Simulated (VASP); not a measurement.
# TaH3 (I4/mmm) in VASP: single point with PBEsol

Aim: the single point of TaH3 with PBEsol.

Program: VASP 6.6.1. These are calculated values, not measurements. Logs are shortened: lines on timing, memory, paths and dates and some standing lists are left out, and cuts for length are marked.

### 1 The cell of the first run

Symmetry: I4/mmm, No. 139, tetragonal system. Conventional cell: a = 3.257 Å, b = 3.257 Å, c = 7.240 Å, α = 90.00°, β = 90.00°, γ = 90.00°. Within 3.0 Å of Ta (site symmetry 4/mmm) lie 12 H at 2.30 to 2.43 Å. Within 3.0 Å of H (site symmetry 4/mmm) lie 4 Ta at 2.30 Å and 8 H at 2.43 Å. Within 3.0 Å of H (site symmetry -4m2) lie 8 H at 2.30 to 2.43 Å and 4 Ta at 2.43 Å.

### 2 Single point, PBEsol

File INCAR:

```
SYSTEM = TaH3
PREC = Accurate
ENCUT = 520
EDIFF = 1E-7
ISMEAR = -1
SIGMA = 0.1
LREAL = .FALSE.
LASPH = .TRUE.
NELM = 100
ALGO = Normal
ISIF = 2
LWAVE = .FALSE.
LCHARG = .FALSE.
GGA = PS
NBANDS = 15
```

File KPOINTS:

```
Automatic mesh
0
G
  11 11 11
  0 0 0
```

File POSCAR:

```
TaH3
1.0
    0.0000000000      3.2565920000      0.0000000000
    3.2565920000      0.0000000000      0.0000000000
    1.6282960000      1.6282960000     -3.6202160000
Ta H
1 3
Direct
    0.5000000000      0.5000000000      0.0000000000
    0.0000000000      0.0000000000      0.0000000000
    0.7500000000      0.2500000000      0.5000000000
    0.2500000000      0.7500000000      0.5000000000
```

Potentials or basis: VASP PAW PBE potentials, release 64 (Ta_pv, H).

Command:

```bash
cat potpaw_PBE.64/Ta_pv/POTCAR potpaw_PBE.64/H/POTCAR > POTCAR
mpirun -np 1 vasp_std > vasp.out
```

OUTCAR:

```text
SYSTEM = TaH3
   PREC = Accurate
   ENCUT = 520
   EDIFF = 1E-7
   ISMEAR = -1
   LREAL = .FALSE.
   LASPH = .TRUE.
   NELM = 100
   ISIF = 2
   GGA = PS

 ion  position               nearest neighbor table
   1  0.500  0.500  0.000-
   2  0.000  0.000  0.000-
   3  0.750  0.250  0.500-
   4  0.250  0.750  0.500-

  LATTYP: Found a body centered tetragonal cell.
 ALAT       =     3.2565920000
 C/A-ratio  =     2.2233156625

  Lattice vectors:

 A1 = (  -1.6282960000,   1.6282960000,   3.6202160000)
 A2 = (   1.6282960000,  -1.6282960000,   3.6202160000)
 A3 = (   1.6282960000,   1.6282960000,  -3.6202160000)

Analysis of symmetry for initial positions (statically):
=====================================================================
 Subroutine PRICEL returns:
 Original cell was already a primitive cell.

 Routine SETGRP: Setting up the symmetry group for a
 body centered tetragonal supercell.

 Subroutine GETGRP returns: Found 16 space group operations
 (whereof 16 operations were pure point group operations)
 out of a pool of 16 trial point group operations.

The static configuration has the point symmetry D_4h.

Analysis of symmetry for dynamics (positions and initial velocities):
=====================================================================
 Subroutine PRICEL returns:
 Original cell was already a primitive cell.

 Routine SETGRP: Setting up the symmetry group for a
 body centered tetragonal supercell.

 Subroutine GETGRP returns: Found 16 space group operations
 (whereof 16 operations were pure point group operations)
 out of a pool of 16 trial point group operations.

The dynamic configuration has the point symmetry D_4h.

 Subroutine INISYM returns: Found 16 space group operations
 (whereof 16 operations are pure point group operations),
 and found     1 'primitive' translations

----------------------------------------------------------------------------------------

                                     Primitive cell

  volume of cell :      38.3938

  direct lattice vectors                    reciprocal lattice vectors
     0.000000000  3.256592000  0.000000000     0.000000000  0.307069476  0.138113306
     3.256592000  0.000000000  0.000000000     0.307069476  0.000000000  0.138113306
     1.628296000  1.628296000 -3.620216000     0.000000000  0.000000000 -0.276226612

  length of vectors
     3.256592000  3.256592000  4.290531391     0.336700087  0.336700087  0.276226612

  position of ions in fractional coordinates (direct lattice)
     0.500000000  0.500000000  0.000000000
     0.000000000  0.000000000  0.000000000
     0.750000000  0.250000000  0.500000000
     0.250000000  0.750000000  0.500000000

  ion indices of the primitive-cell ions
   primitive index   ion index
                 1           1
                 2           2
                 3           3
                 4           4

----------------------------------------------------------------------------------------

 KPOINTS: Automatic mesh

Automatic generation of k-mesh.
 Grid dimensions read from file:
 generate k-points for:   11   11   11

 Generating k-lattice:

  Cartesian coordinates                     Fractional coordinates (reciprocal lattice)
     0.000000000  0.027915407  0.012555755     0.090909091  0.000000000 -0.000000000
     0.027915407  0.000000000  0.012555755     0.000000000  0.090909091 -0.000000000
     0.000000000  0.000000000 -0.025111510     0.000000000  0.000000000  0.090909091

  Length of vectors
     0.030609099  0.030609099  0.025111510

  Shift w.r.t. Gamma in fractional coordinates (k-lattice)
     0.000000000  0.000000000  0.000000000

 Subroutine IBZKPT returns following result:
 ===========================================

 Found    126 irreducible k-points:

 Following reciprocal coordinates:
            Coordinates               Weight
  0.000000  0.000000  0.000000      1.000000
  0.090909  0.000000  0.000000      8.000000
  0.181818  0.000000  0.000000      8.000000
  0.272727  0.000000  0.000000      8.000000
  0.363636  0.000000  0.000000      8.000000
  0.454545  0.000000 -0.000000      8.000000
[... 16 lines left out ...]
 -0.272727  0.181818 -0.000000     16.000000
 -0.181818  0.181818  0.000000      4.000000
 [... further k-points ...]
   k-points           NKPTS =    126   k-points in BZ     NKDIM =    126   number of bands    NBANDS=     15
   number of dos      NEDOS =    301   number of ions     NIONS =      4
   total plane-waves  NPLWV =  18432
   dimension x,y,z NGX =    24 NGY =   24 NGZ =   32
   dimension x,y,z NGXF=    48 NGYF=   48 NGZF=   64
   ions per type =               1   3
   NGX,Y,Z   is equivalent  to a cutoff of  12.25, 12.25, 12.40 a.u.
   NGXF,Y,Z  is equivalent  to a cutoff of  24.50, 24.50, 24.80 a.u.
 SYSTEM =  TaH3
   PREC   = accura    normal or accurate (medium, high low for compatibility)
   ISTART =      0    job   : 0-new  1-cont  2-samecut
   ICHARG =      2    charge: 1-file 2-atom 10-const
   ISPIN  =      1    spin polarized calculation?
   LNONCOLLINEAR =      F non collinear calculations
   LSORBIT =      F    spin-orbit coupling
   LASPH  =      T    aspherical Exc in radial PAW
   ENCUT  =  520.0 eV  38.22 Ry    6.18 a.u.   6.06  6.06  7.98*2*pi/ulx,y,z
   NELM   =    100;   NELMIN=  2; NELMDL= -5     # of ELM steps
   EDIFF  = 0.1E-06   stopping-criterion for ELM
   LREAL  =      F    real-space projection
   EDIFFG = 0.1E-05   stopping-criterion for IOM
   NSW    =      0    number of steps for IOM
   IBRION =     -1    ionic relax: 0-MD 1-quasi-New 2-CG
   NFREE  =      0    steps in history (QN), initial steepest desc. (CG)
   ISIF   =      2    stress and relaxation
   ISYM   =      2    0-nonsym 1-usesym 2-fastsym
   POTIM  = 0.5000    time-step for ionic-motion
   TEBEG  =    0.0;   TEEND  =   0.0 temperature during run
   PSTRESS=    0.0 pullay stress
   NELECT =      14.0000    total number of electrons
   NUPDOWN=      -1.0000    fix difference up-down
   EMIN   =  10.00;   EMAX   =-10.00  energy-range for DOS
   EFERMI =   0.00;   METHOD = LEGACY
   ISMEAR =    -1;   SIGMA  =   0.10  broadening in eV -4-tet -1-fermi 0-gaus
   EFERMI_NEDOS =   21; number of points for ismear=-14 and -15
   IALGO  =     38    algorithm
   IMIX   =      4    mixing-type and parameters
     AMIX     =   0.40;   BMIX     =  1.00
     AMIX_MAG =   1.60;   BMIX_MAG =  1.00
  volume/ion in A,a.u.               =       9.60        64.77
  Fermi-wavevector in a.u.,A,eV,Ry     =   1.169581  2.210188 18.611690  1.367921
  Thomas-Fermi vector in A             =   2.306052
   LORBIT       =      0    0 simple, 1 ext, 2 COOP (PROOUT), +10 PAW based schemes
   GGA     = PS    functional components
   LHFCALC =     F    Hartree Fock is set to
   AEXX    =    0.0000 exact exchange contribution
   IVDW    =     0    specifies the selected vdW correction
   LEPSILON=     F    determine dielectric tensor
   LRPA    =     F    only Hartree local field effects (RPA)
 non-spin polarized calculation
  energy-cutoff  :      520.00
  volume of cell :       38.39
 maximum number of plane-waves:      1052
   NGX = 13   NGY = 13   NGZ = 15

 number of electron      14.0000000 magnetization

 Free energy of the ion-electron system (eV)
  ---------------------------------------------------
  ext. energy  EPLUGINS =         0.00000000
  ---------------------------------------------------
  free energy    TOTEN  =       -19.95661021 eV

  energy without entropy =      -19.87626594  energy(sigma->0) =      -19.91643808

 E-fermi :   2.9032     XC(G=0): -10.5235

 val. band max:        2.9005368685   @ k =  -0.4545   0.4545   0.0000
 cond. band min:       2.9068603036   @ k =  -0.2727   0.1818  -0.0000
 fundamental gap:      0.0063234351
 Fermi energy:         2.9032029322

 k-point     1 :       0.0000    0.0000    0.0000
  band No.  band energies     occupation
      1     -33.0661      2.00000
      2     -32.7718      2.00000
      3     -32.7718      2.00000
      4      -7.0300      2.00000
      5      -1.1206      2.00000
      6       0.7854      2.00000
      7       3.3650      0.01956
      8       3.3650      0.01956
      9       3.4669      0.00710
     10       4.9678      0.00000
     11       7.6624      0.00000
     12       7.7486      0.00000
     13      12.9687      0.00000
     14      13.4170      0.00000
     15      13.4170      0.00000

 k-point     2 :       0.0909    0.0000    0.0000
  band No.  band energies     occupation
      1     -33.0655      2.00000
      2     -32.7896      2.00000
      3     -32.7704      2.00000
      4      -6.8650      2.00000
      5      -1.0459      2.00000
      6       0.8129      2.00000
      7       2.2584      1.99684
      8       3.4195      0.01138
      9       4.4724      0.00000
     10       4.7664      0.00000
     11       7.2021      0.00000
     12       8.1627      0.00000
     13      11.6561      0.00000
     14      13.7485      0.00000
     15      13.9765      0.00000

 k-point     3 :       0.1818    0.0000    0.0000
  band No.  band energies     occupation
      1     -33.0636      2.00000
      2     -32.8371      2.00000
      3     -32.7668      2.00000
      4      -6.3838      2.00000
      5      -0.8645      2.00000
      6       0.5762      2.00000
      7       1.5752      2.00000
      8       3.5634      0.00271
      9       4.2962      0.00000
     10       5.0295      0.00000
     11       6.5603      0.00000
     12       8.4723      0.00000
     13      10.9264      0.00000
     14      13.4910      0.00000
     15      14.4581      0.00000
[... 343 lines left out ...]
 k-point    23 :      -0.2727    0.1818   -0.0000
  band No.  band energies     occupation
      1     -33.0536      2.00000
      2     -32.8918      2.00000
      3     -32.8249      2.00000
      4      -5.3457      2.00000
      5      -0.4335      2.00000
      6      -0.1744      2.00000
      7       1.7710      1.99998
      8       2.6858      1.79576
      9       2.9069      0.98172
     10       6.5473      0.00000
     11       6.8725      0.00000
     12       9.0504      0.00000
     13      10.4060      0.00000
     14      11.7122      0.00000
     15      12.6647      0.00000

 k-point    24 :      -0.1818    0.1818    0.0000
  band No.  band energies     occupation
      1     -33.0573      2.00000
      2     -32.8342      2.00000
      3     -32.8276      2.00000
      4      -5.9718      2.00000
      5      -0.4042      2.00000
      6       0.3810      2.00000
      7       1.5430      2.00000
      8       2.6482      1.85521
      9       3.1830      0.11490
     10       6.3846      0.00000
     11       6.9977      0.00000
     12       9.4546      0.00000
     13      10.5505      0.00000
     14      11.5745      0.00000
     15      12.6941      0.00000

 [... further k-points ...]

------------------------ aborting loop because EDIFF is reached ----------------------------------------

  FORCE on cell =-STRESS in cart. coord.  units (eV):
  Direction    XX          YY          ZZ          XY          YZ          ZX
  --------------------------------------------------------------------------------------
  -------------------------------------------------------------------------------------
  Total       -8.2159509     -8.2159509     -7.6962190      0.0000000     -0.0000000      0.0000000
  in kB     -342.8524308   -342.8524308   -321.1639660      0.0000000     -0.0000000      0.0000000
  external PRESSURE =    -335.6229425 kB  Pullay stress =       0.0000000 kB

 VOLUME and BASIS-vectors are now :
 -----------------------------------------------------------------------------
  energy-cutoff  :      520.00
  volume of cell :       38.39
      direct lattice vectors                 reciprocal lattice vectors
     0.000000000  3.256592000  0.000000000     0.000000000  0.307069476  0.138113306
     3.256592000  0.000000000  0.000000000     0.307069476  0.000000000  0.138113306
     1.628296000  1.628296000 -3.620216000     0.000000000  0.000000000 -0.276226612

 POSITION                                       TOTAL-FORCE (eV/Angst)
 -----------------------------------------------------------------------------------
      1.62830      1.62830      0.00000         0.000000      0.000000     -0.000000
      0.00000      0.00000      0.00000         0.000000      0.000000     -0.000000
      1.62830      3.25659     -1.81011         0.000000      0.000000     -0.000000
      3.25659      1.62830     -1.81011        -0.000000     -0.000000      0.000000
 -----------------------------------------------------------------------------------
    total drift:                               -0.000000     -0.000000      0.000000

  FREE ENERGIE OF THE ION-ELECTRON SYSTEM (eV)
  ---------------------------------------------------
  free  energy   TOTEN  =       -19.9566102129 eV

  energy  without entropy=      -19.8762659436  energy(sigma->0) =      -19.91643808
```

Run time: 90 s. Hardware: 1 thread of AMD EPYC 7R13, shared host; peak memory 0.2 GiB.

Results:

```yaml
Free_energy: -19.9566 eV
Pressure: -33.6 GPa
Band_gap_on_the_k_mesh: zero (bands 7 and 8 overlap by 1.62 eV)
```

Stress tensor (GPa, compression positive):
```
-34.29   0.00   0.00
  0.00 -34.29   0.00
  0.00   0.00 -32.12
```

Levels at points of the mesh, in eV from the Fermi level:
```
           k point  band 5  band 6  band 7  band 8  band 9  band 10
(0.00, 0.00, 0.00)   -4.02   -2.12    0.46    0.46    0.56     2.06
```

Caveat: the cell stands under tension; the PAW data sets were made with another functional, which shifts forces and pressure a little; spin-orbit coupling is left out, which moves the levels of the heavy elements.
